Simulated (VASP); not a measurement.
Write the native input for VASP 6.6.1 that does the following.

| Quantity | Value |
| --- | --- |
| Task | single point |
| Functional | LDA |
| Potentials or basis | VASP PAW LDA potentials, release 64 (Pd) |
| Cutoff | 520 eV |
| k mesh | 18 × 18 × 18 |
| Occupations | fermi-dirac, width 0.05 eV |
| Spin | no spin polarisation |
| Dipole correction | no |
| Further INCAR settings | ALGO = Normal; EDIFF = 1e-06; NBANDS = 11 |

The structure of Pd lies in POSCAR:

```
Pd
1.0
    0.0000000000      1.9704937245      1.9704937245
    1.9704937245      0.0000000000      1.9704937245
    1.9704937245      1.9704937245      0.0000000000
Pd
1
Direct
    0.0000000000      0.0000000000      0.0000000000
```

These files were run (other wordings do the same):

INCAR

```
ALGO = Normal
EDIFF = 1E-6
ENCUT = 520
ISIF = 2
ISMEAR = -1
LASPH = T
LCHARG = T
LELF = T
LREAL = F
LVHAR = T
LWAVE = F
NBANDS = 11
NELM = 80
PREC = Accurate
SIGMA = 0.05
```

KPOINTS

```
k-points
0
Gamma
  18 18 18
```

Potentials or basis: VASP PAW LDA potentials, release 64 (Pd).

Launch:

```bash
$ cat potpaw_LDA.64/Pd/POTCAR > POTCAR
$ mpirun -np 1 vasp_std > vasp.out
```

Results of the run:

The pressure is -14.2 GPa. The band gap on the k mesh is zero (bands 5 and 6 overlap by 1.49 eV).

Caveat: the cell stands under tension.

It took 16 s on 1 thread of Intel(R) Xeon(R) Platinum 8375C CPU @ 2.90GHz (Ice Lake), with other jobs on the host, peak memory 0.15 GiB.
